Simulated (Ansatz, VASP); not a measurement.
# TaN in VASP and in Ansatz

```
CELL_PARAMETERS angstrom
3.00640 0.00000 0.00000
-1.50320 2.60362 0.00000
0.00000 0.00000 2.71550
ATOMIC_POSITIONS crystal
Ta 0.33333 0.66667 0.50000
N 0.00000 0.00000 0.00000
```

Alike in both runs: task single point; functional PBEsol; k mesh 24 × 24 × 24; occupations gaussian, width 0.15 eV; no spin polarisation.

```csv
,VASP,Ansatz
version,VASP 6.6.1,Ansatz 0.2.0
potentials or method,"VASP PAW PBE potentials, release 64 (Ta_pv, N), cutoff 520 eV","scalar-relativistic, plane waves, PAW"
valence electrons in the cell,16,18
```

|  | VASP | Ansatz | Ansatz less VASP |
| --- | --- | --- | --- |
| gap on the k mesh at the Fermi level (eV) | none | none | - |
| pressure (GPa) | 5.0 | 4.1 | -0.91 |
| traceless stress, the component that is largest in VASP (GPa) | 38.17 | 37.98 | -0.188 |

VASP's potentials were made for PBE, not for PBEsol. A gap of «none» marks a metal or a gap that the smearing closes. VASP's potentials hold 16 valence electrons a cell and Ansatz's 18, so a difference there can come from the potentials and not from the codes.

Spin-orbit coupling is off throughout.
